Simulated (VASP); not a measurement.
## C: single point with PBE

C:

```
C
1.0
     2.12732   -1.22828    0.00000
     2.12732    1.22828    0.00000
    -1.37907    0.00000    3.50283
C
2
Direct
  0.16664 0.16664 0.99991
  0.83336 0.83336 0.00009
```

```json
{
  "Program": "VASP 6.6.1",
  "Task": "single point",
  "Functional": "PBE",
  "Potentials or basis": "VASP PAW PBE potentials, release 64 (C)",
  "Cutoff": "520 eV",
  "k mesh": "13 × 13 × 8",
  "Occupations": "gaussian, width 0.03 eV",
  "Spin": "no spin polarisation"
}
```

```json
{"Pressure": "4.2 GPa", "Largest force": "0.004 eV/Å", "Band gap on the k mesh": "0.93 eV, indirect (least direct gap 0.94 eV)"}
```

Forces on the atoms (eV/Å):
```
C   -0.002  0.000  0.004
C    0.002  0.000 -0.004
```

Stress tensor (GPa, compression positive):
```
 5.33  0.00 -0.03
 0.00  5.26  0.00
-0.03  0.00  2.10
```

Levels at points of the mesh, in eV from the valence-band top:
| k point | band 1 | band 2 | band 3 | band 4 | band 5 | band 6 | band 7 | band 8 | band 9 |
| --- | --- | --- | --- | --- | --- | --- | --- | --- | --- |
| (0.00, 0.00, 0.00) | -19.31 | -6.46 | -2.62 | -2.62 | 4.30 | 8.81 | 8.81 | 11.90 | 13.24 |
| (0.00, 0.00, 0.50) | -19.10 | -8.03 | -2.63 | -2.63 | 8.77 | 8.78 | 9.93 | 12.05 | 13.09 |

Wall time 23 s on 1 thread of Intel(R) Xeon(R) 6975P-C (Granite Rapids), on a shared host, peak memory 0.16 GiB.

Caveat: this functional lacks dispersion, which binds the layers, so the pressure and a relaxed spacing across them are unreliable. PBE gaps usually lie below the measured ones, often by a third to a half.
